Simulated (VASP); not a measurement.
The system is Cd2Se5.

```
Cd Se
1.0
    -3.80000    3.80000    3.14000
     3.80000   -3.80000    3.14000
     3.80000    3.80000   -3.14000
Cd Se
2 5
Direct
  0.75000 0.25000 0.50000
  0.25000 0.75000 0.50000
  0.70500 0.18700 0.89200
  0.81300 0.70500 0.51800
  0.18700 0.29500 0.48200
  0.29500 0.81300 0.10800
  0.00000 0.00000 0.00000
```

```yaml
Program: VASP 6.6.1
Task: relaxation of cell and atoms
Functional: PBE
Potentials_or_basis: VASP PAW PBE potentials, release 64 (Cd, Se)
Cutoff: 600 eV
k_mesh: 4 × 4 × 4
Occupations: gaussian, width 0.2 eV
Spin: no spin polarisation
```

At the start: pressure 3.3 GPa; volume 25.91 Å³/atom.

Q: How do energy, volume and symmetry change on relaxing?

A: Over 14 steps the energy falls by 42.8 meV/atom and the volume is 28.02 Å³/atom (+8.1 %); space group I4/m (No. 87, to 0.1 Å) before and after.

The path:
| step | energy change (eV) | largest force (eV/Å) | pressure (GPa) | volume (Å³) |
| --- | --- | --- | --- | --- |
| 1 | 0.0000 | 0.7734 | 3.29 | 181.37 |
| 2 | -0.1967 | 0.3541 | -1.02 | 195.67 |
| 3 | -0.1978 | 0.3581 | -0.76 | 194.59 |
| 4 | -0.2519 | 0.1451 | -0.26 | 193.31 |
| 5 | -0.2668 | 0.0883 | 0.25 | 192.17 |
| 6 | -0.2714 | 0.1091 | 0.04 | 193.38 |
| 7 | -0.2756 | 0.1749 | -0.53 | 196.84 |
| 8 | -0.2773 | 0.1739 | -0.51 | 196.96 |
| 9 | -0.2820 | 0.1728 | -0.45 | 197.32 |
| 10 | -0.2878 | 0.1814 | -0.32 | 198.00 |
| 11 | -0.2839 | 0.2593 | -0.03 | 199.22 |
| 12 | -0.2888 | 0.1966 | -0.24 | 198.37 |
| 13 | -0.2936 | 0.1608 | -0.12 | 197.81 |
| 14 | -0.2999 | 0.0784 | 0.26 | 196.14 |

Final structure:
```
CELL_PARAMETERS angstrom
-3.73505 3.73505 3.51496
3.73505 -3.73505 3.51496
3.73505 3.73505 -3.51496
ATOMIC_POSITIONS crystal
Cd 0.75000 0.25000 0.50000
Cd 0.25000 0.75000 0.50000
Se 0.70695 0.18405 0.89100
Se 0.81595 0.70695 0.52289
Se 0.18405 0.29305 0.47711
Se 0.29305 0.81595 0.10900
Se 0.00000 0.00000 0.00000
```

Caveat: the relaxation stopped at a loose force limit of 0.08 eV/Å, so its end isn't a converged minimum.
